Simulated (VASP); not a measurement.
Here is a VASP 6.6.1 calculation.

Contents of POSCAR:

```
MgI2
1.0
    4.1400000000      0.0000000000      0.0000000000
   -2.0700000000      3.5853451717      0.0000000000
    0.0000000000      0.0000000000      6.8800000000
Mg I
1 2
Direct
   -0.1000000000     -0.0500000000      0.0375000000
    0.4333333333      0.7166666667      0.2125000000
    0.6666666667      0.3333333333      0.7500000000
```

Contents of INCAR.step1:

```
SYSTEM = MgI2
PREC     = Accurate       ! precision mode
ENCUT    = 440            ! plane-wave cutoff, eV
ISMEAR   = 1              ! smearing method
SIGMA    = 0.15           ! smearing width, eV
LREAL    = .FALSE.        ! projectors in reciprocal space
LASPH    = .TRUE.         ! aspherical terms in the spheres
NELM     = 120            ! most SCF steps
ISYM     = -1           
NBANDS   = 15             ! bands
GGA      = PE             ! functional
ALGO     = Normal         ! electronic algorithm
EDIFF    = 1E-5           ! SCF threshold, eV
LWAVE    = .TRUE.         ! write WAVECAR
LCHARG   = .FALSE.        ! write CHGCAR
GGA_COMPAT= .FALSE.
```

The input INCAR.step2:

```
SYSTEM = MgI2
PREC     = Accurate       ! precision mode
ENCUT    = 440            ! plane-wave cutoff, eV
EDIFF    = 1E-8           ! SCF threshold, eV
ISMEAR   = 1              ! smearing method
SIGMA    = 0.15           ! smearing width, eV
LREAL    = .FALSE.        ! projectors in reciprocal space
LASPH    = .TRUE.         ! aspherical terms in the spheres
NELM     = 120            ! most SCF steps
ALGO     = Normal         ! electronic algorithm
ISIF     = 2              ! what is computed and relaxed
LWAVE    = .FALSE.        ! write WAVECAR
LCHARG   = .FALSE.        ! write CHGCAR
METAGGA  = R2SCAN         ! meta-GGA
LMIXTAU  = .TRUE.       
LEFG     = .TRUE.       
ISYM     = -1           
NBANDS   = 15             ! bands
ISTART   = 1            
GGA_COMPAT= .FALSE.
```

File KPOINTS:

```
explicit points
98
Reciprocal
  0.07142857   0.07142857   0.12500000 2
  0.07142857   0.07142857   0.37500000 2
  0.07142857   0.07142857   0.62500000 2
  0.07142857   0.07142857   0.87500000 2
  0.07142857   0.21428571   0.12500000 2
  0.07142857   0.21428571   0.37500000 2
  0.07142857   0.21428571   0.62500000 2
  0.07142857   0.21428571   0.87500000 2
  0.07142857   0.35714286   0.12500000 2
  0.07142857   0.35714286   0.37500000 2
  0.07142857   0.35714286   0.62500000 2
  0.07142857   0.35714286   0.87500000 2
  0.07142857   0.50000000   0.12500000 2
  0.07142857   0.50000000   0.37500000 2
  0.07142857   0.50000000   0.62500000 2
  0.07142857   0.50000000   0.87500000 2
  0.07142857   0.64285714   0.12500000 2
  0.07142857   0.64285714   0.37500000 2
  0.07142857   0.64285714   0.62500000 2
  0.07142857   0.64285714   0.87500000 2
  0.07142857   0.78571429   0.12500000 2
  0.07142857   0.78571429   0.37500000 2
  0.07142857   0.78571429   0.62500000 2
  0.07142857   0.78571429   0.87500000 2
  0.07142857   0.92857143   0.12500000 2
  0.07142857   0.92857143   0.37500000 2
  0.07142857   0.92857143   0.62500000 2
  0.07142857   0.92857143   0.87500000 2
  0.21428571   0.07142857   0.12500000 2
  0.21428571   0.07142857   0.37500000 2
  0.21428571   0.07142857   0.62500000 2
  0.21428571   0.07142857   0.87500000 2
  0.21428571   0.21428571   0.12500000 2
  0.21428571   0.21428571   0.37500000 2
  0.21428571   0.21428571   0.62500000 2
  0.21428571   0.21428571   0.87500000 2
  0.21428571   0.35714286   0.12500000 2
  0.21428571   0.35714286   0.37500000 2
  0.21428571   0.35714286   0.62500000 2
  0.21428571   0.35714286   0.87500000 2
  0.21428571   0.50000000   0.12500000 2
  0.21428571   0.50000000   0.37500000 2
  0.21428571   0.50000000   0.62500000 2
  0.21428571   0.50000000   0.87500000 2
  0.21428571   0.64285714   0.12500000 2
  0.21428571   0.64285714   0.37500000 2
  0.21428571   0.64285714   0.62500000 2
  0.21428571   0.64285714   0.87500000 2
  0.21428571   0.78571429   0.12500000 2
  0.21428571   0.78571429   0.37500000 2
  0.21428571   0.78571429   0.62500000 2
  0.21428571   0.78571429   0.87500000 2
  0.21428571   0.92857143   0.12500000 2
  0.21428571   0.92857143   0.37500000 2
  0.21428571   0.92857143   0.62500000 2
  0.21428571   0.92857143   0.87500000 2
  0.35714286   0.07142857   0.12500000 2
  0.35714286   0.07142857   0.37500000 2
  0.35714286   0.07142857   0.62500000 2
  0.35714286   0.07142857   0.87500000 2
  0.35714286   0.21428571   0.12500000 2
  0.35714286   0.21428571   0.37500000 2
  0.35714286   0.21428571   0.62500000 2
  0.35714286   0.21428571   0.87500000 2
  0.35714286   0.35714286   0.12500000 2
  0.35714286   0.35714286   0.37500000 2
  0.35714286   0.35714286   0.62500000 2
  0.35714286   0.35714286   0.87500000 2
  0.35714286   0.50000000   0.12500000 2
  0.35714286   0.50000000   0.37500000 2
  0.35714286   0.50000000   0.62500000 2
  0.35714286   0.50000000   0.87500000 2
  0.35714286   0.64285714   0.12500000 2
  0.35714286   0.64285714   0.37500000 2
  0.35714286   0.64285714   0.62500000 2
  0.35714286   0.64285714   0.87500000 2
  0.35714286   0.78571429   0.12500000 2
  0.35714286   0.78571429   0.37500000 2
  0.35714286   0.78571429   0.62500000 2
  0.35714286   0.78571429   0.87500000 2
  0.35714286   0.92857143   0.12500000 2
  0.35714286   0.92857143   0.37500000 2
  0.35714286   0.92857143   0.62500000 2
  0.35714286   0.92857143   0.87500000 2
  0.50000000   0.07142857   0.12500000 2
  0.50000000   0.07142857   0.37500000 2
  0.50000000   0.07142857   0.62500000 2
  0.50000000   0.07142857   0.87500000 2
  0.50000000   0.21428571   0.12500000 2
  0.50000000   0.21428571   0.37500000 2
  0.50000000   0.21428571   0.62500000 2
  0.50000000   0.21428571   0.87500000 2
  0.50000000   0.35714286   0.12500000 2
  0.50000000   0.35714286   0.37500000 2
  0.50000000   0.35714286   0.62500000 2
  0.50000000   0.35714286   0.87500000 2
  0.50000000   0.50000000   0.12500000 2
  0.50000000   0.50000000   0.37500000 2
```

Potentials or basis: VASP PAW PBE potentials, release 64 (Mg, I).

Command:

```sh
$ cat potpaw_PBE.64/Mg/POTCAR potpaw_PBE.64/I/POTCAR > POTCAR
$ cp INCAR.step1 INCAR
$ mpirun -np 1 vasp_std > vasp.out
$ cp INCAR.step2 INCAR
$ mpirun -np 1 vasp_std > vasp.out
```

Task: Estimate the pressure.

Result: 12.5 GPa.

Task: Predict the largest force.

Result: 11.925 eV/Å.

Stress tensor (GPa, compression positive):
```
 18.08   9.73 -15.32
  9.73   6.83  -8.84
-15.32  -8.84  12.61
```

Caveat: the stress differs along the axes, from 7 to 18 GPa; without QUAD_EFG the Cq values of the log hold for a quadrupole moment of 1 mb, not for the nuclei; the PAW data sets were made with another functional, which shifts forces and pressure a little.
